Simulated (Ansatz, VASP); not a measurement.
**Al2Ru: VASP beside Ansatz**

The input INCAR:

```
SYSTEM = Al2Ru
PREC = Accurate
ENCUT = 520
EDIFF = 1E-7
ISMEAR = 0
SIGMA = 0.15
LREAL = .False.
LASPH = .True.
NELM = 80
ALGO = Fast
ISIF = 2
LWAVE = .False.
LCHARG = .True.
GGA = PS
LELF = .True.
LVHAR = .True.
NBANDS = 52
```

KPOINTS

```
Automatic mesh
0
Gamma
  15 15 3
  0 0 0
```

POSCAR

```
Al2Ru
1.0
   -3.1213577640      0.0000000000      0.0000000000
    0.0000000000     -3.1213577640      0.0000000000
    0.0000000000      0.0000000000     18.3462082954
Al Ru
8 4
Direct
    0.5000000000      0.5000000000      0.4173746639
    1.0000000000      1.0000000000      0.1878148548
    0.5000000000      0.5000000000      0.8764942820
    1.0000000000      1.0000000000      0.6469344729
    0.0000000000      0.0000000000      0.0417449543
    0.5000000000      0.5000000000      0.7304243816
    0.0000000000      0.0000000000      0.5008645725
    0.5000000000      0.5000000000      0.2713047634
    0.0000000000      0.0000000000      0.3443397136
    0.5000000000      0.5000000000      0.1147799045
    0.0000000000      0.0000000000      0.8034593318
    0.5000000000      0.5000000000      0.5738995227
```

Input for Ansatz:

```yaml
crystal:
  lattice:
    - [-3.121357764, 0.0, 0.0]
    - [0.0, -3.121357764, 0.0]
    - [0.0, 0.0, 18.3462082954]
  atoms:
    - { symbol: Al, position: [0.5, 0.5, 0.4173746639] }
    - { symbol: Al, position: [1.0, 1.0, 0.1878148548] }
    - { symbol: Al, position: [0.5, 0.5, 0.876494282] }
    - { symbol: Al, position: [1.0, 1.0, 0.6469344729] }
    - { symbol: Al, position: [0.0, 0.0, 0.0417449543] }
    - { symbol: Al, position: [0.5, 0.5, 0.7304243816] }
    - { symbol: Al, position: [0.0, 0.0, 0.5008645725] }
    - { symbol: Al, position: [0.5, 0.5, 0.2713047634] }
    - { symbol: Ru, position: [0.0, 0.0, 0.3443397136] }
    - { symbol: Ru, position: [0.5, 0.5, 0.1147799045] }
    - { symbol: Ru, position: [0.0, 0.0, 0.8034593318] }
    - { symbol: Ru, position: [0.5, 0.5, 0.5738995227] }
basis:
  ecutwfc: 420
kpoints:
  mp_grid: { grid: [15, 15, 3] }
hamiltonian:
  xc: pbesol
scf:
  occupations: { method: gaussian, width: 0.15 }
output:
  forces: true
  stress: true
  eigenvalues: true
```

Alike in both runs: task single point; functional PBEsol; k mesh 15 × 15 × 3; occupations gaussian, width 0.15 eV; no spin polarisation.

|  | VASP | Ansatz |
| --- | --- | --- |
| version | VASP 6.6.1 | Ansatz 0.2.0 |
| potentials or method | VASP PAW PBE potentials, release 64 (Al, Ru_pv), cutoff 520 eV | scalar-relativistic, plane waves, PAW |
| valence electrons in the cell | 80 | 88 |

|  | VASP | Ansatz | Ansatz less VASP |
| --- | --- | --- | --- |
| gap on the k mesh at the Fermi level (eV) | none | none | - |
| pressure (GPa) | -3.4 | -3.5 | -0.05 |
| traceless stress, the component that is largest in VASP (GPa) | -0.18 | -0.18 | +0.006 |
| rms of the force components (eV/Å) | 0.142 | 0.139 | -0.0026 |

VASP's potentials were made for PBE, not for PBEsol. Atom by atom the forces differ by 0.003 eV/Å (rms over components). A gap of «none» marks a metal or a gap that the smearing closes. VASP's potentials hold 80 valence electrons a cell and Ansatz's 88, so a difference there can come from the potentials and not from the codes.
